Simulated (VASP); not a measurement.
# TaN (Fm-3m) in VASP: a series of runs

Runs on TaN. Level: LDA. Tasks: single point.

Everything below comes from runs of VASP 6.6.1. Logs are shortened: lines on timing, memory, paths and dates and some standing lists are left out, and cuts for length are marked.

### 1 The cell of the first run

The structure is cubic, space group Fm-3m (No. 225). The conventional cell has a = 4.358 Å, b = 4.358 Å, c = 4.358 Å, α = 90.00°, β = 90.00°, γ = 90.00°. Ta (site symmetry m-3m) has 6 N at 2.18 Å within 2.9 Å. Within 2.9 Å of N (site symmetry m-3m) lie 6 Ta at 2.18 Å.

### 2 Single point, LDA

Contents of INCAR:

```
PREC = Accurate
ENCUT = 600
EDIFF = 1E-6
ISMEAR = 0
SIGMA = 0.05
LREAL = False
LASPH = True
NELM = 120
ALGO = Normal
ISIF = 2
LWAVE = False
LCHARG = True
LELF = True
LVHAR = True
NBANDS = 15
GGA_COMPAT = False
```

Contents of KPOINTS:

```
Automatic mesh
0
Gamma
  14 14 14
```

Contents of POSCAR:

```
TaN
1.0
    0.0000000000      2.1790013101      2.1790013101
    2.1790013101      0.0000000000      2.1790013101
    2.1790013101      2.1790013101      0.0000000000
Ta N
1 1
Direct
    0.5000000000      0.5000000000      0.5000000000
    0.0000000000      0.0000000000      0.0000000000
```

Potentials or basis: VASP PAW LDA potentials, release 64 (Ta_pv, N).

Command:

```
$ cat potpaw_LDA.64/Ta_pv/POTCAR potpaw_LDA.64/N/POTCAR > POTCAR
$ mpirun -np 1 vasp_std > vasp.out
```

OUTCAR:

```text
PREC = Accurate
   ENCUT = 600
   EDIFF = 1E-6
   ISMEAR = 0
   LREAL = False
   LASPH = True
   NELM = 120
   ISIF = 2

 ion  position               nearest neighbor table
   1  0.500  0.500  0.500-   2 2.18   2 2.18   2 2.18   2 2.18   2 2.18   2 2.18
   2  0.000  0.000  0.000-   1 2.18   1 2.18   1 2.18   1 2.18   1 2.18   1 2.18

  LATTYP: Found a face centered cubic cell.
 ALAT       =     4.3580026202

  Lattice vectors:

 A1 = (   0.0000000000,   2.1790013101,   2.1790013101)
 A2 = (   2.1790013101,   0.0000000000,   2.1790013101)
 A3 = (   2.1790013101,   2.1790013101,   0.0000000000)

Analysis of symmetry for initial positions (statically):
=====================================================================
 Subroutine PRICEL returns:
 Original cell was already a primitive cell.

 Routine SETGRP: Setting up the symmetry group for a
 face centered cubic supercell.

 Subroutine GETGRP returns: Found 48 space group operations
 (whereof 48 operations were pure point group operations)
 out of a pool of 48 trial point group operations.

The static configuration has the point symmetry O_h .

Analysis of symmetry for dynamics (positions and initial velocities):
=====================================================================
 Subroutine PRICEL returns:
 Original cell was already a primitive cell.

 Routine SETGRP: Setting up the symmetry group for a
 face centered cubic supercell.

 Subroutine GETGRP returns: Found 48 space group operations
 (whereof 48 operations were pure point group operations)
 out of a pool of 48 trial point group operations.

The dynamic configuration has the point symmetry O_h .

 Subroutine INISYM returns: Found 48 space group operations
 (whereof 48 operations are pure point group operations),
 and found     1 'primitive' translations

----------------------------------------------------------------------------------------

                                     Primitive cell

  volume of cell :      20.6920

  direct lattice vectors                    reciprocal lattice vectors
     0.000000000  2.179001310  2.179001310    -0.229462918  0.229462918  0.229462918
     2.179001310  0.000000000  2.179001310     0.229462918 -0.229462918  0.229462918
     2.179001310  2.179001310  0.000000000     0.229462918  0.229462918 -0.229462918

  length of vectors
     3.081573205  3.081573205  3.081573205     0.397441433  0.397441433  0.397441433

  position of ions in fractional coordinates (direct lattice)
     0.500000000  0.500000000  0.500000000
     0.000000000  0.000000000  0.000000000

  ion indices of the primitive-cell ions
   primitive index   ion index
                 1           1
                 2           2

----------------------------------------------------------------------------------------

 KPOINTS: Automatic mesh

Automatic generation of k-mesh.
 Grid dimensions read from file:
 generate k-points for:   14   14   14

 Generating k-lattice:

  Cartesian coordinates                     Fractional coordinates (reciprocal lattice)
    -0.016390208  0.016390208  0.016390208     0.071428571  0.000000000  0.000000000
     0.016390208 -0.016390208  0.016390208     0.000000000  0.071428571  0.000000000
     0.016390208  0.016390208 -0.016390208     0.000000000  0.000000000  0.071428571

  Length of vectors
     0.028388674  0.028388674  0.028388674

  Shift w.r.t. Gamma in fractional coordinates (k-lattice)
     0.000000000  0.000000000  0.000000000

 Subroutine IBZKPT returns following result:
 ===========================================

 Found    104 irreducible k-points:

 Following reciprocal coordinates:
            Coordinates               Weight
  0.000000  0.000000  0.000000      1.000000
  0.071429  0.000000  0.000000      8.000000
  0.142857  0.000000  0.000000      8.000000
  0.214286  0.000000  0.000000      8.000000
  0.285714  0.000000  0.000000      8.000000
  0.357143  0.000000  0.000000      8.000000
[... 16 lines left out ...]
  0.214286  0.142857  0.000000     24.000000
  0.285714  0.142857  0.000000     24.000000
 [... further k-points ...]
   k-points           NKPTS =    104   k-points in BZ     NKDIM =    104   number of bands    NBANDS=     15
   number of dos      NEDOS =    301   number of ions     NIONS =      2
   total plane-waves  NPLWV =  21952
   dimension x,y,z NGX =    28 NGY =   28 NGZ =   28
   dimension x,y,z NGXF=    56 NGYF=   56 NGZF=   56
   ions per type =               1   1
   NGX,Y,Z   is equivalent  to a cutoff of  15.11, 15.11, 15.11 a.u.
   NGXF,Y,Z  is equivalent  to a cutoff of  30.21, 30.21, 30.21 a.u.
 SYSTEM =  unknown system
   PREC   = accura    normal or accurate (medium, high low for compatibility)
   ISTART =      0    job   : 0-new  1-cont  2-samecut
   ICHARG =      2    charge: 1-file 2-atom 10-const
   ISPIN  =      1    spin polarized calculation?
   LNONCOLLINEAR =      F non collinear calculations
   LSORBIT =      F    spin-orbit coupling
   LASPH  =      T    aspherical Exc in radial PAW
   ENCUT  =  600.0 eV  44.10 Ry    6.64 a.u.   6.15  6.15  6.15*2*pi/ulx,y,z
   NELM   =    120;   NELMIN=  2; NELMDL= -5     # of ELM steps
   EDIFF  = 0.1E-05   stopping-criterion for ELM
   LREAL  =      F    real-space projection
   EDIFFG = 0.1E-04   stopping-criterion for IOM
   NSW    =      0    number of steps for IOM
   IBRION =     -1    ionic relax: 0-MD 1-quasi-New 2-CG
   NFREE  =      0    steps in history (QN), initial steepest desc. (CG)
   ISIF   =      2    stress and relaxation
   ISYM   =      2    0-nonsym 1-usesym 2-fastsym
   POTIM  = 0.5000    time-step for ionic-motion
   TEBEG  =    0.0;   TEEND  =   0.0 temperature during run
   PSTRESS=    0.0 pullay stress
   NELECT =      16.0000    total number of electrons
   NUPDOWN=      -1.0000    fix difference up-down
   EMIN   =  10.00;   EMAX   =-10.00  energy-range for DOS
   EFERMI =   0.00;   METHOD = LEGACY
   ISMEAR =     0;   SIGMA  =   0.05  broadening in eV -4-tet -1-fermi 0-gaus
   EFERMI_NEDOS =   21; number of points for ismear=-14 and -15
   IALGO  =     38    algorithm
   IMIX   =      4    mixing-type and parameters
     AMIX     =   0.40;   BMIX     =  1.00
     AMIX_MAG =   1.60;   BMIX_MAG =  1.00
  volume/ion in A,a.u.               =      10.35        69.82
  Fermi-wavevector in a.u.,A,eV,Ry     =   1.502614  2.839528 30.719885  2.257848
  Thomas-Fermi vector in A             =   2.613831
   LORBIT       =      0    0 simple, 1 ext, 2 COOP (PROOUT), +10 PAW based schemes
   GGA     = CA    functional components
   LHFCALC =     F    Hartree Fock is set to
   AEXX    =    0.0000 exact exchange contribution
   IVDW    =     0    specifies the selected vdW correction
   LEPSILON=     F    determine dielectric tensor
   LRPA    =     F    only Hartree local field effects (RPA)
 non-spin polarized calculation
 Gauss-broadening in eV      SIGMA  =   0.05
  energy-cutoff  :      600.00
  volume of cell :       20.69
 maximum number of plane-waves:       701
 NGX is ok and might be reduce to    28
   NGX = 13   NGY = 13   NGZ = 13

 number of electron      16.0000001 magnetization

 Free energy of the ion-electron system (eV)
  ---------------------------------------------------
  ext. energy  EPLUGINS =         0.00000000
  ---------------------------------------------------
  free energy    TOTEN  =       -24.14807867 eV

  energy without entropy =      -24.14701249  energy(sigma->0) =      -24.14754558

 E-fermi :   9.6739     XC(G=0): -13.8101

 val. band max:        9.6426981939   @ k =  -0.2857   0.3571   0.1429
 cond. band min:       9.6802433167   @ k =  -0.2857   0.1429   0.0000
 fundamental gap:      0.0375451229
 Fermi energy:         9.6739159115

 k-point     1 :       0.0000    0.0000    0.0000
  band No.  band energies     occupation
      1     -25.7986      2.00000
      2     -25.7986      2.00000
      3     -25.7986      2.00000
      4      -9.1148      2.00000
      5       5.8723      2.00000
      6       5.8723      2.00000
      7       5.8723      2.00000
      8       7.5028      2.00000
      9       7.5028      2.00000
     10       7.5028      2.00000
     11       9.7149      0.24600
     12       9.7149      0.24600
     13      11.6855      0.00000
     14      19.2093      0.00000
     15      21.1698      0.00000

 k-point     2 :       0.0714    0.0000    0.0000
  band No.  band energies     occupation
      1     -25.8507      2.00000
      2     -25.8032      2.00000
      3     -25.8032      2.00000
      4      -8.9812      2.00000
      5       5.2160      2.00000
      6       5.4120      2.00000
      7       5.4120      2.00000
      8       7.7124      2.00000
      9       7.7124      2.00000
     10       7.8068      2.00000
     11      10.2489      0.00000
     12      10.2489      0.00000
     13      12.0442      0.00000
     14      19.6056      0.00000
     15      21.1697      0.00000

 k-point     3 :       0.1429    0.0000    0.0000
  band No.  band energies     occupation
      1     -25.9938      2.00000
      2     -25.8161      2.00000
      3     -25.8161      2.00000
      4      -8.6000      2.00000
      5       3.9673      2.00000
      6       4.5356      2.00000
      7       4.5356      2.00000
      8       8.1876      2.00000
      9       8.1876      2.00000
     10       8.2235      2.00000
     11      11.4793      0.00000
     12      11.4793      0.00000
     13      12.9297      0.00000
     14      20.6761      0.00000
     15      21.1695      0.00000

 k-point     4 :       0.2143    0.0000    0.0000
  band No.  band energies     occupation
      1     -26.1939      2.00000
      2     -25.8347      2.00000
      3     -25.8347      2.00000
      4      -8.0249      2.00000
      5       2.6230      2.00000
      6       3.6662      2.00000
      7       3.6662      2.00000
      8       8.6698      2.00000
      9       8.8719      2.00000
     10       8.8719      2.00000
     11      12.9721      0.00000
     12      12.9721      0.00000
     13      13.9752      0.00000
     14      21.1676      0.00000
     15      21.9821      0.00000
[... 307 lines left out ...]
 k-point    22 :       0.1429    0.1429    0.0000
  band No.  band energies     occupation
      1     -25.9804      2.00000
      2     -25.8597      2.00000
      3     -25.8597      2.00000
      4      -8.4857      2.00000
      5       2.9979      2.00000
      6       5.0696      2.00000
      7       5.0696      2.00000
      8       6.6036      2.00000
      9       9.3518      2.00000
     10       9.3518      2.00000
     11      10.0576      0.00000
     12      11.3903      0.00000
     13      14.3990      0.00000
     14      21.1637      0.00000
     15      21.1693      0.00000

 k-point    23 :       0.2143    0.1429    0.0000
  band No.  band energies     occupation
      1     -26.1081      2.00000
      2     -25.8886      2.00000
      3     -25.8784      2.00000
      4      -8.1317      2.00000
      5       2.2338      2.00000
      6       4.4783      2.00000
      7       4.6742      2.00000
      8       6.6193      2.00000
      9       9.8517      0.00000
     10       9.9694      0.00000
     11      10.8437      0.00000
     12      12.0425      0.00000
     13      15.5852      0.00000
     14      21.1687      0.00000
     15      22.2613      0.00000

 k-point    24 :       0.2857    0.1429    0.0000
  band No.  band energies     occupation
      1     -26.2834      2.00000
      2     -25.9148      2.00000
      3     -25.8992      2.00000
      4      -7.6492      2.00000
      5       1.5328      2.00000
      6       3.5885      2.00000
      7       4.0310      2.00000
      8       7.0520      2.00000
      9      10.4888      0.00000
     10      10.5973      0.00000
     11      12.1317      0.00000
     12      13.1065      0.00000
     13      16.6165      0.00000
     14      21.1662      0.00000
     15      23.1302      0.00000

 [... further k-points ...]

------------------------ aborting loop because EDIFF is reached ----------------------------------------

  FORCE on cell =-STRESS in cart. coord.  units (eV):
  Direction    XX          YY          ZZ          XY          YZ          ZX
  --------------------------------------------------------------------------------------
  -------------------------------------------------------------------------------------
  Total       -0.0682651     -0.0682651     -0.0682651      0.0000000     -0.0000000      0.0000000
  in kB       -5.2857530     -5.2857530     -5.2857530      0.0000000     -0.0000000      0.0000000
  external PRESSURE =      -5.2857530 kB  Pullay stress =       0.0000000 kB

 VOLUME and BASIS-vectors are now :
 -----------------------------------------------------------------------------
  energy-cutoff  :      600.00
  volume of cell :       20.69
      direct lattice vectors                 reciprocal lattice vectors
     0.000000000  2.179001310  2.179001310    -0.229462918  0.229462918  0.229462918
     2.179001310  0.000000000  2.179001310     0.229462918 -0.229462918  0.229462918
     2.179001310  2.179001310  0.000000000     0.229462918  0.229462918 -0.229462918

 POSITION                                       TOTAL-FORCE (eV/Angst)
 -----------------------------------------------------------------------------------
      2.17900      2.17900      2.17900         0.000000      0.000000      0.000000
      0.00000      0.00000      0.00000         0.000000      0.000000     -0.000000
 -----------------------------------------------------------------------------------
    total drift:                                0.000000      0.000000      0.000000

  FREE ENERGIE OF THE ION-ELECTRON SYSTEM (eV)
  ---------------------------------------------------
  free  energy   TOTEN  =       -24.1480786724 eV

  energy  without entropy=      -24.1470124924  energy(sigma->0) =      -24.14754558
```

It took 23 s on 1 thread of Intel Xeon Platinum 8488C (Sapphire Rapids), shared host; peak memory 0.17 GiB.

Results:

```yaml
Free_energy: -24.1481 eV
Pressure: -0.5 GPa
Band_gap_on_the_k_mesh: zero (band 8 reaches 11.68 eV, above the bottom of band 9 at 7.50 eV)
```

Caveat: spin-orbit coupling is left out, which moves the levels of the heavy elements.

### 3 Single point, LDA, non-collinear spin, zero start, spin-orbit coupling (volume scaled by 0.96)

Contents of INCAR:

```
PREC = Accurate
ENCUT = 600
EDIFF = 1E-6
ISMEAR = 0
SIGMA = 0.05
LREAL = F
LASPH = T
NELM = 200
ALGO = Normal
ISIF = 2
LWAVE = F
LCHARG = F
LNONCOLLINEAR = T
MAGMOM = 0 0 0 0 0 0
LORBIT = 11
LSORBIT = T
GGA_COMPAT = F
LORBMOM = T
LMAXMIX = 4
GGA = CA
NBANDS = 28
```

Contents of KPOINTS:

```
Automatic mesh
0
Gamma
  8 8 8
```

Contents of POSCAR:

```
TaN
1.0
    0.0000000000      2.1495517364      2.1495517364
    2.1495517364      0.0000000000      2.1495517364
    2.1495517364      2.1495517364      0.0000000000
Ta N
1 1
Direct
    0.5000000000      0.5000000000      0.5000000000
    0.0000000000      0.0000000000      0.0000000000
```

Potentials or basis: VASP PAW LDA potentials, release 64 (Ta_pv, N).

Command:

```
$ cat potpaw_LDA.64/Ta_pv/POTCAR potpaw_LDA.64/N/POTCAR > POTCAR
$ mpirun -np 1 vasp_ncl > vasp.out
```

OUTCAR:

```text
PREC = Accurate
   ENCUT = 600
   EDIFF = 1E-6
   ISMEAR = 0
   LREAL = F
   LASPH = T
   NELM = 200
   ISIF = 2
   LNONCOLLINEAR = T
   LORBIT = 11
   LSORBIT = T
   GGA = CA

 ion  position               nearest neighbor table
   1  0.500  0.500  0.500-   2 2.15   2 2.15   2 2.15   2 2.15   2 2.15   2 2.15
   2  0.000  0.000  0.000-   1 2.15   1 2.15   1 2.15   1 2.15   1 2.15   1 2.15

  LATTYP: Found a face centered cubic cell.
 ALAT       =     4.2991034728

  Lattice vectors:

 A1 = (   0.0000000000,   2.1495517364,   2.1495517364)
 A2 = (   2.1495517364,   0.0000000000,   2.1495517364)
 A3 = (   2.1495517364,   2.1495517364,   0.0000000000)

[... 1034 lines left out ...]
 l=   3
     0.0000000     0.0000000     0.0000000     0.0000000     0.0000000     0.0000000     0.0000000
     0.0000000     0.0000000     0.0000000     0.0000000     0.0000000     0.0000000     0.0000000
     0.0000000     0.0000000     0.0000000     0.0000000     0.0000000     0.0000000     0.0000000
     0.0000000     0.0000000     0.0000000     0.0000000     0.0000000     0.0000000     0.0000000
     0.0000000     0.0000000     0.0000000     0.0000000     0.0000000     0.0000000     0.0000000
     0.0000000     0.0000000     0.0000000     0.0000000     0.0000000     0.0000000     0.0000000
     0.0000000     0.0000000     0.0000000     0.0000000     0.0000000     0.0000000     0.0000000

 total charge

# of ion       s       p       d       tot
------------------------------------------
    1        0.291   6.263   2.586   9.140
    2        1.218   2.566   0.000   3.785
--------------------------------------------------
tot          1.509   8.830   2.586  12.925

 magnetization (x)

# of ion       s       p       d       tot
------------------------------------------
    1        0.000   0.000  -0.000  -0.000
    2        0.000   0.000   0.000   0.000
--------------------------------------------------
tot          0.000   0.000  -0.000  -0.000

 magnetization (y)

# of ion       s       p       d       tot
------------------------------------------
    1        0.000   0.000   0.000   0.000
    2        0.000   0.000   0.000   0.000
--------------------------------------------------
tot          0.000   0.000   0.000   0.000

 magnetization (z)

# of ion       s       p       d       tot
------------------------------------------
    1        0.000   0.000   0.000   0.000
    2        0.000   0.000   0.000   0.000
--------------------------------------------------
tot          0.000   0.000   0.000   0.000
```

OSZICAR:

```text
N       E                     dE             d eps       ncg     rms          rms(c)
DAV:   1     0.138050157701E+03    0.13805E+03   -0.91490E+03  1624   0.137E+03
DAV:   2    -0.200807054710E+02   -0.15813E+03   -0.14878E+03  1844   0.393E+02
DAV:   3    -0.277319550527E+02   -0.76512E+01   -0.74481E+01  1984   0.794E+01
DAV:   4    -0.278063634867E+02   -0.74408E-01   -0.74095E-01  1848   0.747E+00
DAV:   5    -0.278069171864E+02   -0.55370E-03   -0.55358E-03  1908   0.625E-01    0.282E+01
DAV:   6    -0.248927067180E+02    0.29142E+01   -0.64419E+00  1732   0.292E+01    0.117E+01
DAV:   7    -0.248011221889E+02    0.91585E-01   -0.39848E-01  1788   0.613E+00    0.812E+00
DAV:   8    -0.247662235847E+02    0.34899E-01   -0.14760E-01  1788   0.333E+00    0.184E+00
DAV:   9    -0.247603333227E+02    0.58903E-02   -0.10916E-02  1792   0.915E-01    0.297E-01
DAV:  10    -0.247601549672E+02    0.17836E-03   -0.11499E-03  1900   0.311E-01    0.272E-01
DAV:  11    -0.247600759324E+02    0.79035E-04   -0.14827E-04  1820   0.151E-01    0.315E-02
DAV:  12    -0.247600737062E+02    0.22262E-05   -0.77607E-06  1880   0.320E-02    0.101E-02
DAV:  13    -0.247600737381E+02   -0.31896E-07   -0.17945E-07  1096   0.452E-03
   1 F= -.24760074E+02 E0= -.24759572E+02  d E =-.100274E-02  mag=     0.0000     0.0000     0.0000
```

stdout:

```text
POSCAR found type information on POSCAR TaN
 POSCAR found :  2 types and       2 ions
 scaLAPACK will be used
 LDA part: xc-table for (Slater(with rela. corr.)+CA(PZ))
 , standard interpolation
 POSCAR, INCAR and KPOINTS ok, starting setup
 FFT: planning ... GRIDC
 FFT: planning ... GRID_SOFT
 FFT: planning ... GRID
 WAVECAR not read
 entering main loop
```

It took 29 s on 1 thread of Intel Xeon Platinum 8488C (Sapphire Rapids), shared host; peak memory 0.19 GiB.

What came out:

```
Free energy                                           : -24.7601 eV
Pressure                                              : 17.0 GPa
Net moment                                            : 0.00 μB per cell
Valence electrons inside the program's atomic spheres : Ta 9.14; N 3.79
```

Moments on the atoms (μB; x, y, z):
```
Ta  0.00 0.00 0.00
N   0.00 0.00 0.00
```

[end of part 1 of 2]
